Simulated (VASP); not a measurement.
# Al8Ni8H in VASP: single point with LDA

Aim: the single point of Al8Ni8H with LDA.

Program: VASP 6.6.1. These are calculated values, not measurements. Logs are shortened: lines on timing, memory, paths and dates and some standing lists are left out, and cuts for length are marked.

### Step 1. The cell of the first run

The cell holds a slab with vacuum, 17 atoms: a = 5.665 Å, b = 4.006 Å, c = 25.009 Å, α = 90.00°, β = 90.00°, γ = 90.00°.

### Step 2. Single point, LDA

Input file INCAR:

```
SYSTEM = Al8Ni8H
PREC = Accurate
ENCUT = 520
EDIFF = 1E-6
ISMEAR = 0
SIGMA = 0.1
LREAL = Auto
LASPH = .TRUE.
NELM = 60
ALGO = Normal
ISIF = 2
LWAVE = .FALSE.
LCHARG = .FALSE.
LDIPOL = .TRUE.
IDIPOL = 3
DIPOL = 0.5 0.5 0.470
NBANDS = 66
```

Input file KPOINTS:

```
regular mesh
0
G
  5 7 1
  0 0 0
```

Input file POSCAR:

```
Al8Ni8H
1.0
    5.6652330149      0.0000000000      0.0000000000
    0.0000000000      4.0059246819      0.0000000000
    0.0000000000      0.0000000000     25.0088870228
Al Ni H
8 8 1
Direct
    0.0000000000      0.5000000000      0.3398791794
    0.5000000000      0.5000000000      0.3398791794
    0.0000000000      0.0000000000      0.4199692026
    0.5000000000      0.0000000000      0.4199692026
    0.0006266656      0.5000000000      0.4993701864
    0.4993733344      0.5000000000      0.4993701864
   -0.0012148675      0.0000000000      0.5829067476
    0.5012148675      0.0000000000      0.5829067476
    0.2500000000      0.0000000000      0.3398791794
    0.7500000000      0.0000000000      0.3398791794
    0.2500000000      0.5000000000      0.4199692026
    0.7500000000      0.5000000000      0.4199692026
    0.2500000000      0.0000000000      0.5015489465
    0.7500000000      0.0000000000      0.4995079674
    0.2500000000      0.5000000000      0.5775461713
    0.7500000000      0.5000000000      0.5744199621
    0.2500000000      0.5000000000      0.6366655149
```

Potentials or basis: VASP PAW LDA potentials, release 64 (Al, Ni, H).

Run with:

```sh
cat potpaw_LDA.64/Al/POTCAR potpaw_LDA.64/Ni/POTCAR potpaw_LDA.64/H/POTCAR > POTCAR
mpirun -np 1 vasp_std > vasp.out
```

OUTCAR:

```text
SYSTEM = Al8Ni8H
   PREC = Accurate
   ENCUT = 520
   EDIFF = 1E-6
   ISMEAR = 0
   LREAL = Auto
   LASPH = .TRUE.
   NELM = 60
   ISIF = 2

 ion  position               nearest neighbor table
   1  0.000  0.500  0.340-   9 2.45  10 2.45   9 2.45  10 2.45  11 2.45  12 2.45   2 2.83   2 2.83
                             3 2.83   3 2.83
   2  0.500  0.500  0.340-   9 2.45  10 2.45   9 2.45  10 2.45  11 2.45  12 2.45   1 2.83   1 2.83
                             4 2.83   4 2.83
   3  0.000  0.000  0.420-  14 2.44  12 2.45  11 2.45  11 2.45  12 2.45  10 2.45   9 2.45  13 2.48
                             5 2.82   5 2.82   4 2.83   4 2.83   1 2.83   1 2.83
   4  0.500  0.000  0.420-  14 2.44  12 2.45  11 2.45  11 2.45  12 2.45  10 2.45   9 2.45  13 2.48
                             6 2.82   6 2.82   3 2.83   3 2.83   2 2.83   2 2.83
   5  0.001  0.500  0.499-  16 2.35  15 2.41  11 2.44  12 2.44  13 2.45  13 2.45  14 2.46  14 2.46
                             3 2.82   3 2.82   6 2.83   6 2.84   7 2.89   7 2.89
   6  0.499  0.500  0.499-  16 2.35  15 2.41  11 2.44  12 2.44  13 2.45  13 2.45  14 2.46  14 2.46
                             4 2.82   4 2.82   5 2.83   5 2.84   8 2.89   8 2.89
   7  0.999  0.000  0.583-  16 2.46  16 2.46  15 2.46  15 2.46  13 2.48  14 2.52   8 2.82   8 2.85
                             5 2.89   5 2.89
   8  0.501  0.000  0.583-  16 2.46  16 2.46  15 2.46  15 2.46  13 2.48  14 2.52   7 2.82   7 2.85
                             6 2.89   6 2.89
   9  0.250  0.000  0.340-   1 2.45   2 2.45   1 2.45   2 2.45   3 2.45   4 2.45  10 2.83  10 2.83
                            11 2.83  11 2.83
  10  0.750  0.000  0.340-   1 2.45   2 2.45   1 2.45   2 2.45   3 2.45   4 2.45   9 2.83   9 2.83
                            12 2.83  12 2.83
  11  0.250  0.500  0.420-   5 2.44   6 2.44   3 2.45   4 2.45   3 2.45   4 2.45   1 2.45   2 2.45
                            12 2.83  12 2.83   9 2.83   9 2.83  13 2.86  13 2.86
  12  0.750  0.500  0.420-   5 2.44   6 2.44   3 2.45   4 2.45   3 2.45   4 2.45   1 2.45   2 2.45
                            14 2.82  14 2.82  11 2.83  11 2.83  10 2.83  10 2.83
  13  0.250  0.000  0.502-   5 2.45   6 2.45   5 2.45   6 2.45   7 2.48   8 2.48   3 2.48   4 2.48
                            15 2.76  15 2.76  14 2.83  14 2.83  11 2.86  11 2.86
  14  0.750  0.000  0.500-   3 2.44   4 2.44   5 2.46   6 2.46   5 2.46   6 2.46   7 2.52   8 2.52
                            16 2.74  16 2.74  12 2.82  12 2.82  13 2.83  13 2.83
  15  0.250  0.500  0.578-  17 1.48   6 2.41   5 2.41   8 2.46   7 2.46   7 2.46   8 2.46  13 2.76
                            13 2.76  16 2.83  16 2.83
  16  0.750  0.500  0.574-   5 2.35   6 2.35   7 2.46   8 2.46   7 2.46   8 2.46  14 2.74  14 2.74
                            15 2.83  15 2.83
  17  0.250  0.500  0.637-  15 1.48

  LATTYP: Found a simple orthorhombic cell.
 ALAT       =     4.0059246819
 B/A-ratio  =     1.4142135624
 C/A-ratio  =     6.2429748457

  Lattice vectors:

 A1 = (   0.0000000000,  -4.0059246819,   0.0000000000)
 A2 = (   5.6652330149,   0.0000000000,   0.0000000000)
 A3 = (   0.0000000000,   0.0000000000,  25.0088870228)

Analysis of symmetry for initial positions (statically):
=====================================================================
 Subroutine PRICEL returns:
 Original cell was already a primitive cell.

 Routine SETGRP: Setting up the symmetry group for a
 simple orthorhombic supercell.

 Subroutine GETGRP returns: Found  4 space group operations
 (whereof  2 operations were pure point group operations)
 out of a pool of  8 trial point group operations.

The static configuration has the point symmetry C_1h.
 The point group associated with its full space group is C_2v.

Analysis of symmetry for dynamics (positions and initial velocities):
=====================================================================
 Subroutine PRICEL returns:
 Original cell was already a primitive cell.

 Routine SETGRP: Setting up the symmetry group for a
 simple orthorhombic supercell.

 Subroutine GETGRP returns: Found  4 space group operations
 (whereof  2 operations were pure point group operations)
 out of a pool of  8 trial point group operations.

The dynamic configuration has the point symmetry C_1h.
 The point group associated with its full space group is C_2v.

 Subroutine INISYM returns: Found  4 space group operations
 (whereof  2 operations are pure point group operations),
 and found     1 'primitive' translations

----------------------------------------------------------------------------------------

                                     Primitive cell
[... 72 lines left out ...]
 ===========================================

 Found     12 irreducible k-points:

 Following reciprocal coordinates:
            Coordinates               Weight
  0.000000  0.000000  0.000000      1.000000
  0.200000  0.000000  0.000000      2.000000
  0.400000  0.000000  0.000000      2.000000
  0.000000  0.142857  0.000000      2.000000
  0.200000  0.142857  0.000000      4.000000
  0.400000  0.142857  0.000000      4.000000
  0.000000  0.285714  0.000000      2.000000
  0.200000  0.285714  0.000000      4.000000
  0.400000  0.285714  0.000000      4.000000
  0.000000  0.428571  0.000000      2.000000
  0.200000  0.428571  0.000000      4.000000
  0.400000  0.428571  0.000000      4.000000
   k-points           NKPTS =     12   k-points in BZ     NKDIM =     12   number of bands    NBANDS=     66
   number of dos      NEDOS =    301   number of ions     NIONS =     17
   total plane-waves  NPLWV = 241920
   dimension x,y,z NGX =    42 NGY =   30 NGZ =  192
   dimension x,y,z NGXF=    84 NGYF=   60 NGZF=  384
   ions per type =               8   8   1
   NGX,Y,Z   is equivalent  to a cutoff of  12.32, 12.45, 12.76 a.u.
   NGXF,Y,Z  is equivalent  to a cutoff of  24.65, 24.90, 25.53 a.u.
 SYSTEM =  Al8Ni8H
   PREC   = accura    normal or accurate (medium, high low for compatibility)
   ISTART =      0    job   : 0-new  1-cont  2-samecut
   ICHARG =      2    charge: 1-file 2-atom 10-const
   ISPIN  =      1    spin polarized calculation?
   LNONCOLLINEAR =      F non collinear calculations
   LSORBIT =      F    spin-orbit coupling
   LASPH  =      T    aspherical Exc in radial PAW
   ENCUT  =  520.0 eV  38.22 Ry    6.18 a.u.  10.53  7.45 46.50*2*pi/ulx,y,z
   NELM   =     60;   NELMIN=  2; NELMDL= -5     # of ELM steps
   EDIFF  = 0.1E-05   stopping-criterion for ELM
   LREAL  =      T    real-space projection
   EDIFFG = 0.1E-04   stopping-criterion for IOM
   NSW    =      0    number of steps for IOM
   IBRION =     -1    ionic relax: 0-MD 1-quasi-New 2-CG
   NFREE  =      0    steps in history (QN), initial steepest desc. (CG)
   ISIF   =      2    stress and relaxation
   ISYM   =      2    0-nonsym 1-usesym 2-fastsym
   POTIM  = 0.5000    time-step for ionic-motion
   TEBEG  =    0.0;   TEEND  =   0.0 temperature during run
   PSTRESS=    0.0 pullay stress
   NELECT =     105.0000    total number of electrons
   NUPDOWN=      -1.0000    fix difference up-down
   EMIN   =  10.00;   EMAX   =-10.00  energy-range for DOS
   EFERMI =   0.00;   METHOD = LEGACY
   ISMEAR =     0;   SIGMA  =   0.10  broadening in eV -4-tet -1-fermi 0-gaus
   EFERMI_NEDOS =   21; number of points for ismear=-14 and -15
   IALGO  =     38    algorithm
   IMIX   =      4    mixing-type and parameters
     AMIX     =   0.40;   BMIX     =  1.00
     AMIX_MAG =   1.60;   BMIX_MAG =  1.00
  volume/ion in A,a.u.               =      33.39       225.30
  Fermi-wavevector in a.u.,A,eV,Ry     =   0.932824  1.762781 11.839249  0.870160
  Thomas-Fermi vector in A             =   2.059462
   LORBIT       =      0    0 simple, 1 ext, 2 COOP (PROOUT), +10 PAW based schemes
   GGA     = CA    functional components
   LHFCALC =     F    Hartree Fock is set to
   AEXX    =    0.0000 exact exchange contribution
   IVDW    =     0    specifies the selected vdW correction
   LEPSILON=     F    determine dielectric tensor
   LRPA    =     F    only Hartree local field effects (RPA)
 non-spin polarized calculation
 Gauss-broadening in eV      SIGMA  =   0.10
  energy-cutoff  :      520.00
  volume of cell :      567.56
 maximum number of plane-waves:     15351
 NGX is ok and might be reduce to    42
   NGX = 21   NGY = 15   NGZ = 93

 dipolmoment           0.000000      0.000000      0.177805 electrons x Angstroem

 number of electron     104.9999933 magnetization

 dipolmoment           0.000000      0.000000     -0.046264 electrons x Angstroem

 Free energy of the ion-electron system (eV)
  ---------------------------------------------------
  ext. energy  EPLUGINS =         0.00000000
  ---------------------------------------------------
  free energy    TOTEN  =       -95.71836743 eV

  energy without entropy =      -95.67130467  energy(sigma->0) =      -95.69483605

 E-fermi :  -0.0032     XC(G=0):  -4.9241

 val. band max:       -0.0058855063   @ k =   0.2000   0.4286   0.0000
 cond. band min:       0.0093194026   @ k =   0.0000   0.2857   0.0000
 fundamental gap:      0.0152049089
 Fermi energy:        -0.0031973409

 k-point     1 :       0.0000    0.0000    0.0000
  band No.  band energies     occupation
      1     -10.8911      2.00000
      2      -9.4475      2.00000
      3      -7.4876      2.00000
      4      -6.6525      2.00000
      5      -6.5286      2.00000
      6      -5.7194      2.00000
[... 793 lines left out ...]
     63       3.7536      0.00000
     64       4.0641      0.00000
 [bands above 64 left out]

------------------------ aborting loop because EDIFF is reached ----------------------------------------

 vacuum level on the upper side and lower side of the slab       (xc-potential included)        -0.336         0.029

  FORCE on cell =-STRESS in cart. coord.  units (eV):
  Direction    XX          YY          ZZ          XY          YZ          ZX
  --------------------------------------------------------------------------------------
  -------------------------------------------------------------------------------------
  Total       -9.3434887     -9.1765628     -0.2912509      0.0000000      0.0000000      0.0000000
  in kB      -26.3757444    -25.9045291     -0.8221726      0.0000000      0.0000000      0.0000000
  external PRESSURE =     -17.7008154 kB  Pullay stress =       0.0000000 kB

 VOLUME and BASIS-vectors are now :
 -----------------------------------------------------------------------------
  energy-cutoff  :      520.00
  volume of cell :      567.56
      direct lattice vectors                 reciprocal lattice vectors
     5.665233015  0.000000000  0.000000000     0.176515246  0.000000000  0.000000000
     0.000000000  4.005924682  0.000000000     0.000000000  0.249630255  0.000000000
     0.000000000  0.000000000 25.008887023     0.000000000  0.000000000  0.039985786

 POSITION                                       TOTAL-FORCE (eV/Angst)
 -----------------------------------------------------------------------------------
      0.00000      2.00296      8.50000         0.037423      0.000000     -0.580810
      2.83262      2.00296      8.50000        -0.037423      0.000000     -0.580810
      0.00000      0.00000     10.50296         0.079631      0.000000     -0.400526
      2.83262      0.00000     10.50296        -0.079631      0.000000     -0.400526
      0.00355      2.00296     12.48869         0.009820      0.000000     -0.014359
      2.82907      2.00296     12.48869        -0.009820      0.000000     -0.014359
[... 9 lines left out ...]
      4.24892      2.00296     14.36560         0.000000      0.000000      0.021068
      1.41631      2.00296     15.92230         0.000000      0.000000      0.050016
 -----------------------------------------------------------------------------------
    total drift:                                0.000000     -0.000000      0.001060

  FREE ENERGIE OF THE ION-ELECTRON SYSTEM (eV)
  ---------------------------------------------------
  free  energy   TOTEN  =       -95.7183674341 eV

  energy  without entropy=      -95.6713046750  energy(sigma->0) =      -95.69483605

 vacuum level on the upper side and lower side of the slab         4.711         5.084
```

Wall time 40 min (1 thread of Intel Xeon 8259CL, shared host); peak memory 0.6 GiB.

Results:

```yaml
Free_energy: -95.7184 eV
Largest_force: 0.752 eV/Å
Band_gap_on_the_k_mesh: zero (an odd number of electrons rules out a gap without spin polarisation)
```

Forces in eV/Å, atoms in the order of the input:
```
Al   0.037  0.000 -0.581
Al  -0.037  0.000 -0.581
Al   0.080  0.000 -0.401
Al  -0.080  0.000 -0.401
Al   0.010  0.000 -0.014
Al  -0.010  0.000 -0.014
Al   0.009  0.000  0.010
Al  -0.009  0.000  0.010
Ni   0.000  0.000  0.677
Ni   0.000  0.000  0.752
Ni   0.000  0.000  0.218
Ni   0.000  0.000  0.264
Ni   0.000  0.000  0.015
Ni   0.000  0.000  0.026
Ni   0.000  0.000 -0.052
Ni   0.000  0.000  0.021
H    0.000  0.000  0.050
```

Levels at points of the mesh, in eV from the Fermi level:
```tsv
k point	band 48	band 49	band 50	band 51	band 52	band 53	band 54	band 55	band 56	band 57
(0.00, 0.00, 0.00)	-1.03	-0.76	-0.62	-0.39	-0.10	0.26	0.80	0.89	2.17	2.24
```

Spin polarisation is off, so any magnetic state and its effect on volume and gap are missing.
